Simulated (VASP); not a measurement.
# Pd (P6_3/mmc) in VASP: further runs

Pd is run at these levels: LDA; tasks: single point.

Everything below comes from runs of VASP 6.6.1. Logs are shortened: lines on timing, memory, paths and dates and some standing lists are left out, and cuts for length are marked.

## (1) The cell of the first run

Symmetry: P6_3/mmc, No. 194, hexagonal system. Conventional cell: a = 2.593 Å, b = 2.593 Å, c = 8.573 Å, α = 90.00°, β = 90.00°, γ = 120.00°. Within 3.4 Å of Pd (site symmetry -3m) lie 12 Pd at 2.59 to 2.61 Å. Pd (site symmetry -6m2) has 12 Pd at 2.59 to 2.61 Å within 3.4 Å.

This isn't the form of Pd at room conditions, which is fcc.

## (2) Single point, LDA, collinear spin (12.48 Å³/atom)

INCAR reads:

```
SYSTEM = Pd
ALGO = Normal ; EDIFF = 1E-7
ENCUT = 520 ; ISIF = 2
ISMEAR = -1 ; ISPIN = 2
LASPH = .TRUE. ; LCHARG = .TRUE.
LELF = .TRUE. ; LMAXMIX = 4
LORBIT = 11 ; LREAL = .FALSE.
LVHAR = .TRUE. ; LWAVE = .FALSE.
MAGMOM = 0.5 0.5 0.5 0.5 ; NBANDS = 32
NELM = 150 ; PREC = Accurate
SIGMA = 0.05
```

KPOINTS reads:

```
k-points
0
G
  15 15 4
  0 0 0
```

POSCAR reads:

```
Pd
1.0
    2.5926631468      0.0000000000      0.0000000000
   -1.2963315734      2.2453121486      0.0000000000
    0.0000000000      0.0000000000      8.5730590423
Pd
4
Direct
    0.0000000000      0.0000000000      0.0000000000
    1.0000000000      0.0000000000      0.5000000000
    0.3333333333      0.6666666667      0.2500000000
    0.6666666667      0.3333333333      0.7500000000
```

Potentials or basis: VASP PAW LDA potentials, release 64 (Pd).

Command:

```
$ cat potpaw_LDA.64/Pd/POTCAR > POTCAR
$ mpirun -np 1 vasp_std > vasp.out
```

OUTCAR:

```text
SYSTEM = Pd
   EDIFF = 1E-7
   ENCUT = 520
   ISIF = 2
   ISMEAR = -1
   ISPIN = 2
   LASPH = .TRUE.
   LORBIT = 11
   LREAL = .FALSE.
   NELM = 150
   PREC = Accurate

 ion  position               nearest neighbor table
   1  0.000  0.000  0.000-   3 2.61   4 2.61   4 2.61   3 2.61   4 2.61   3 2.61
   2  0.000  0.000  0.500-   3 2.61   4 2.61   4 2.61   3 2.61   4 2.61   3 2.61
   3  0.333  0.667  0.250-   1 2.61   2 2.61   1 2.61   2 2.61   1 2.61   2 2.61
   4  0.667  0.333  0.750-   1 2.61   2 2.61   1 2.61   2 2.61   1 2.61   2 2.61

  LATTYP: Found a hexagonal cell.
 ALAT       =     2.5926631468
 C/A-ratio  =     3.3066613582

  Lattice vectors:

 A1 = (   2.5926631468,   0.0000000000,   0.0000000000)
 A2 = (  -1.2963315734,   2.2453121486,   0.0000000000)
 A3 = (   0.0000000000,   0.0000000000,   8.5730590423)

Analysis of symmetry for initial positions (statically):
=====================================================================
 Subroutine PRICEL returns:
 Original cell was already a primitive cell.

 Routine SETGRP: Setting up the symmetry group for a
 hexagonal supercell.

 Subroutine GETGRP returns: Found 24 space group operations
 (whereof 12 operations were pure point group operations)
 out of a pool of 24 trial point group operations.

The static configuration has the point symmetry D_3d.
 The point group associated with its full space group is D_6h.

Analysis of symmetry for dynamics (positions and initial velocities):
=====================================================================
 Subroutine PRICEL returns:
 Original cell was already a primitive cell.

 Routine SETGRP: Setting up the symmetry group for a
 hexagonal supercell.

 Subroutine GETGRP returns: Found 24 space group operations
 (whereof 12 operations were pure point group operations)
 out of a pool of 24 trial point group operations.

The dynamic configuration has the point symmetry D_3d.
 The point group associated with its full space group is D_6h.

Analysis of structural, dynamic, and magnetic symmetry:
=====================================================================
 Subroutine PRICEL returns:
 Original cell was already a primitive cell.

 Routine SETGRP: Setting up the symmetry group for a
 hexagonal supercell.

 Subroutine GETGRP returns: Found 24 space group operations
 (whereof 12 operations were pure point group operations)
 out of a pool of 24 trial point group operations.

The overall configuration has the point symmetry D_3d.
 The point group associated with its full space group is D_6h.

 Subroutine INISYM returns: Found 24 space group operations
 (whereof 12 operations are pure point group operations),
 and found     1 'primitive' translations

----------------------------------------------------------------------------------------

                                     Primitive cell

  volume of cell :      49.9067

  direct lattice vectors                    reciprocal lattice vectors
     2.592663147  0.000000000  0.000000000     0.385703789  0.222686187  0.000000000
    -1.296331573  2.245312149  0.000000000     0.000000000  0.445372373  0.000000000
     0.000000000  0.000000000  8.573059042     0.000000000  0.000000000  0.116644478

  length of vectors
     2.592663147  2.592663147  8.573059042     0.445372373  0.445372373  0.116644478

  position of ions in fractional coordinates (direct lattice)
     0.000000000  0.000000000  0.000000000
     0.000000000  0.000000000  0.500000000
     0.333333333  0.666666667  0.250000000
     0.666666667  0.333333333  0.750000000

  ion indices of the primitive-cell ions
   primitive index   ion index
                 1           1
                 2           2
                 3           3
                 4           4

----------------------------------------------------------------------------------------

 KPOINTS: k-points

Automatic generation of k-mesh.
 Grid dimensions read from file:
 generate k-points for:   15   15    4

 Generating k-lattice:

  Cartesian coordinates                     Fractional coordinates (reciprocal lattice)
     0.025713586  0.014845746  0.000000000     0.066666667 -0.000000000  0.000000000
     0.000000000  0.029691492  0.000000000     0.000000000  0.066666667  0.000000000
     0.000000000  0.000000000  0.029161120     0.000000000  0.000000000  0.250000000

  Length of vectors
     0.029691492  0.029691492  0.029161120

  Shift w.r.t. Gamma in fractional coordinates (k-lattice)
     0.000000000  0.000000000  0.000000000

 Subroutine IBZKPT returns following result:
 ===========================================

 Found     81 irreducible k-points:

 Following reciprocal coordinates:
            Coordinates               Weight
  0.000000  0.000000  0.000000      1.000000
  0.066667 -0.000000  0.000000      6.000000
  0.133333  0.000000  0.000000      6.000000
  0.200000 -0.000000  0.000000      6.000000
  0.266667  0.000000  0.000000      6.000000
  0.333333  0.000000  0.000000      6.000000
[... 16 lines left out ...]
  0.333333  0.200000  0.000000     12.000000
  0.400000  0.200000  0.000000      6.000000
 [... further k-points ...]
   k-points           NKPTS =     81   k-points in BZ     NKDIM =     81   number of bands    NBANDS=     32
   number of dos      NEDOS =    301   number of ions     NIONS =      4
   total plane-waves  NPLWV =  25600
   dimension x,y,z NGX =    20 NGY =   20 NGZ =   64
   dimension x,y,z NGXF=    40 NGYF=   40 NGZF=  128
   ions per type =               4
   NGX,Y,Z   is equivalent  to a cutoff of  12.82, 12.82, 12.41 a.u.
   NGXF,Y,Z  is equivalent  to a cutoff of  25.65, 25.65, 24.82 a.u.
 SYSTEM =  Pd
   PREC   = accura    normal or accurate (medium, high low for compatibility)
   ISTART =      0    job   : 0-new  1-cont  2-samecut
   ICHARG =      2    charge: 1-file 2-atom 10-const
   ISPIN  =      2    spin polarized calculation?
   LNONCOLLINEAR =      F non collinear calculations
   LSORBIT =      F    spin-orbit coupling
   LASPH  =      T    aspherical Exc in radial PAW
   ENCUT  =  520.0 eV  38.22 Ry    6.18 a.u.   4.82  4.82 15.94*2*pi/ulx,y,z
   NELM   =    150;   NELMIN=  2; NELMDL= -5     # of ELM steps
   EDIFF  = 0.1E-06   stopping-criterion for ELM
   LREAL  =      F    real-space projection
   EDIFFG = 0.1E-05   stopping-criterion for IOM
   NSW    =      0    number of steps for IOM
   IBRION =     -1    ionic relax: 0-MD 1-quasi-New 2-CG
   NFREE  =      0    steps in history (QN), initial steepest desc. (CG)
   ISIF   =      2    stress and relaxation
   ISYM   =      2    0-nonsym 1-usesym 2-fastsym
   POTIM  = 0.5000    time-step for ionic-motion
   TEBEG  =    0.0;   TEEND  =   0.0 temperature during run
   PSTRESS=    0.0 pullay stress
   NELECT =      40.0000    total number of electrons
   NUPDOWN=      -1.0000    fix difference up-down
   EMIN   =  10.00;   EMAX   =-10.00  energy-range for DOS
   EFERMI =   0.00;   METHOD = LEGACY
   ISMEAR =    -1;   SIGMA  =   0.05  broadening in eV -4-tet -1-fermi 0-gaus
   EFERMI_NEDOS =   21; number of points for ismear=-14 and -15
   IALGO  =     38    algorithm
   IMIX   =      4    mixing-type and parameters
     AMIX     =   0.40;   BMIX     =  1.00
     AMIX_MAG =   1.60;   BMIX_MAG =  1.00
  volume/ion in A,a.u.               =      12.48        84.20
  Fermi-wavevector in a.u.,A,eV,Ry     =   1.520694  2.873696 31.463629  2.312511
  Thomas-Fermi vector in A             =   2.629510
   LORBIT       =     11    0 simple, 1 ext, 2 COOP (PROOUT), +10 PAW based schemes
   GGA     = CA    functional components
   LHFCALC =     F    Hartree Fock is set to
   AEXX    =    0.0000 exact exchange contribution
   IVDW    =     0    specifies the selected vdW correction
   LEPSILON=     F    determine dielectric tensor
   LRPA    =     F    only Hartree local field effects (RPA)
 spin polarized calculation
  energy-cutoff  :      520.00
  volume of cell :       49.91
 maximum number of plane-waves:      1368
 NGX is ok and might be reduce to    20
   NGX =  9   NGY =  9   NGZ = 31

 number of electron      39.9999992 magnetization       0.0001591

 Free energy of the ion-electron system (eV)
  ---------------------------------------------------
  ext. energy  EPLUGINS =         0.00000000
  ---------------------------------------------------
  free energy    TOTEN  =       -25.18417800 eV

  energy without entropy =      -25.12529719  energy(sigma->0) =      -25.15473759

 E-fermi :  12.7899     XC(G=0): -14.5627

 val. band max:       12.7853734375   @ k =   0.4667   0.0667   0.5000
 cond. band min:      12.7970432478   @ k =   0.4667   0.0667   0.0000
 fundamental gap:      0.0116698103
 Fermi energy:        12.7899442440

 spin component 1

 k-point     1 :       0.0000    0.0000    0.0000
  band No.  band energies     occupation
      1       4.1342      1.00000
      2       5.9276      1.00000
      3       5.9327      1.00000
      4       5.9428      1.00000
      5       8.9094      1.00000
      6       8.9215      1.00000
[... 24 lines left out ...]
     31      32.0352      0.00000
     32      32.8824      0.00000
[... 774 lines left out ...]
      2       6.6253      1.00000
      3       6.8989      1.00000
      4       7.5018      1.00000
      5       7.6857      1.00000
      6       7.8295      1.00000
[... 24 lines left out ...]
     31      26.3640      0.00000
     32      27.3725      0.00000

 [... further k-points ...]

 spin component 2

 k-point     1 :       0.0000    0.0000    0.0000
  band No.  band energies     occupation
      1       4.1342      1.00000
      2       5.9276      1.00000
      3       5.9327      1.00000
      4       5.9428      1.00000
      5       8.9095      1.00000
      6       8.9215      1.00000
[... 24 lines left out ...]
     31      32.0352      0.00000
     32      32.8824      0.00000
[... 774 lines left out ...]
      2       6.6253      1.00000
      3       6.8989      1.00000
      4       7.5019      1.00000
      5       7.6857      1.00000
      6       7.8296      1.00000
[... 24 lines left out ...]
     31      26.3640      0.00000
     32      27.3725      0.00000

 [... further k-points ...]
[... 5 lines left out ...]
  --------------------------------------------------------------------------------------
  -------------------------------------------------------------------------------------
  Total       12.8670914     12.8670914     12.5742917      0.0000000      0.0000000      0.0000000
  in kB      413.0782533    413.0782533    403.6783685      0.0000000      0.0000000      0.0000000
  external PRESSURE =     409.9449584 kB  Pullay stress =       0.0000000 kB

 VOLUME and BASIS-vectors are now :
 -----------------------------------------------------------------------------
  energy-cutoff  :      520.00
  volume of cell :       49.91
      direct lattice vectors                 reciprocal lattice vectors
     2.592663147  0.000000000  0.000000000     0.385703789  0.222686187  0.000000000
    -1.296331573  2.245312149  0.000000000     0.000000000  0.445372373  0.000000000
     0.000000000  0.000000000  8.573059042     0.000000000  0.000000000  0.116644478

 POSITION                                       TOTAL-FORCE (eV/Angst)
 -----------------------------------------------------------------------------------
      0.00000      0.00000      0.00000         0.000000      0.000000      0.000000
      0.00000      0.00000      4.28653         0.000000      0.000000      0.000000
     -0.00000      1.49687      2.14326         0.000000     -0.000000     -0.000000
      1.29633      0.74844      6.42979        -0.000000      0.000000      0.000000
 -----------------------------------------------------------------------------------
    total drift:                                0.000000     -0.000000      0.000000

  FREE ENERGIE OF THE ION-ELECTRON SYSTEM (eV)
  ---------------------------------------------------
  free  energy   TOTEN  =       -25.1841779996 eV

  energy  without entropy=      -25.1252971903  energy(sigma->0) =      -25.15473759

 total charge

# of ion       s       p       d       tot
------------------------------------------
    1        0.585   0.685   8.609   9.879
    2        0.585   0.685   8.609   9.879
    3        0.585   0.688   8.604   9.878
    4        0.585   0.688   8.604   9.878
--------------------------------------------------
tot          2.341   2.747  34.427  39.514

 magnetization (x)

# of ion       s       p       d       tot
------------------------------------------
    1        0.000   0.000   0.000   0.000
    2        0.000   0.000   0.000   0.000
    3        0.000  -0.000   0.000   0.000
    4        0.000  -0.000   0.000   0.000
--------------------------------------------------
tot          0.000  -0.000   0.000   0.000
```

It took 7 min on 1 thread of Oxide Virtual Turin-like, shared host; peak memory 0.24 GiB.

Results:

* Free energy: -25.1842 eV
* Pressure: 41.0 GPa
* Band gap on the k mesh: zero (filled and empty bands overlap)
* Net moment: 0.00 μB per cell
* Valence electrons inside the program's atomic spheres: Pd 9.88

Levels at points of the mesh, in eV from the Fermi level:
Spin up:
| k point | band 16 | band 17 | band 18 | band 19 | band 20 | band 21 | band 22 | band 23 | band 24 | band 25 |
| --- | --- | --- | --- | --- | --- | --- | --- | --- | --- | --- |
| (0.00, 0.00, 0.00) | -2.01 | -2.01 | -1.40 | -1.40 | -0.93 | -0.93 | -0.16 | -0.16 | 0.41 | 8.49 |
| (0.00, 0.00, 0.50) | -1.71 | -1.71 | -1.71 | -1.55 | -1.55 | -0.50 | -0.50 | -0.50 | -0.50 | 11.19 |
Spin down:
| k point | band 17 | band 18 | band 19 | band 20 | band 21 | band 22 | band 23 | band 24 |
| --- | --- | --- | --- | --- | --- | --- | --- | --- |
| (0.00, 0.00, 0.00) | -2.01 | -1.40 | -1.40 | -0.93 | -0.93 | -0.16 | -0.16 | 0.41 |
| (0.00, 0.00, 0.50) | -1.71 | -1.71 | -1.55 | -1.55 | -0.50 | -0.50 | -0.50 | -0.50 |

Caveat: the cell stands under pressure.

## (3) Single point, LDA, collinear spin (13.04 Å³/atom)

This run uses another cell than the first one, of 13.04 Å³/atom.

INCAR reads:

```
PREC     = Accurate       # precision mode
ENCUT    = 520            # plane-wave cutoff, eV
EDIFF    = 1E-6           # SCF threshold, eV
ISMEAR   = -1             # smearing method
SIGMA    = 0.05           # smearing width, eV
LREAL    = F              # projectors in reciprocal space
LASPH    = T              # aspherical terms in the spheres
NELM     = 150            # most SCF steps
ALGO     = Normal         # electronic algorithm
ISIF     = 2              # what is computed and relaxed
LWAVE    = F              # write WAVECAR
LCHARG   = F              # write CHGCAR
ISPIN    = 2              # spin polarisation
MAGMOM   = 0.5 0.5 0.5 0.5 # initial moments
LORBIT   = 11             # projections on sites
LMAXMIX  = 4              # l up to which the mixer works
NBANDS   = 32             # bands
```

KPOINTS reads:

```
regular mesh
0
Gamma
  15 15 4
```

POSCAR reads:

```
Pd
1.0
    2.6313653176      0.0000000000      0.0000000000
   -1.3156826588      2.2788292117      0.0000000000
    0.0000000000      0.0000000000      8.7010340148
Pd
4
Direct
    0.0000000000      0.0000000000      0.0000000000
    1.0000000000      0.0000000000      0.5000000000
    0.3333333333      0.6666666667      0.2500000000
    0.6666666667      0.3333333333      0.7500000000
```

Potentials or basis: VASP PAW LDA potentials, release 64 (Pd).

Command:

```
$ cat potpaw_LDA.64/Pd/POTCAR > POTCAR
$ mpirun -np 1 vasp_std > vasp.out
```

Run time: 6.4 min. Hardware: 1 thread of Oxide Virtual Turin-like, shared host; peak memory 0.26 GiB.

Results (log left out):

* Free energy: -25.6397 eV
* Pressure: 23.9 GPa
* Band gap on the k mesh: zero (filled and empty bands overlap)
* Net moment: 0.00 μB per cell
* Valence electrons inside the program's atomic spheres: Pd 9.75, 9.74 (each value once)

Stress tensor (GPa, compression positive):
```
24.08  0.00  0.00
 0.00 24.08  0.00
 0.00  0.00 23.43
```

Levels at points of the mesh, in eV from the Fermi level:
Spin up:
| k point | band 16 | band 17 | band 18 | band 19 | band 20 | band 21 | band 22 | band 23 | band 24 | band 25 |
| --- | --- | --- | --- | --- | --- | --- | --- | --- | --- | --- |
| (0.00, 0.00, 0.00) | -1.86 | -1.86 | -1.30 | -1.30 | -0.86 | -0.86 | -0.15 | -0.15 | 0.52 | 8.08 |
| (0.00, 0.00, 0.50) | -1.59 | -1.59 | -1.59 | -1.41 | -1.41 | -0.46 | -0.46 | -0.46 | -0.46 | 10.77 |
Spin down:
```tsv
k point	band 18	band 19	band 20	band 21	band 22	band 23
(0.00, 0.00, 0.00)	-1.30	-1.30	-0.86	-0.86	-0.15	-0.15
(0.00, 0.00, 0.50)	-1.59	-1.41	-1.41	-0.46	-0.46	-0.46
```

Caveat: the cell stands under pressure.
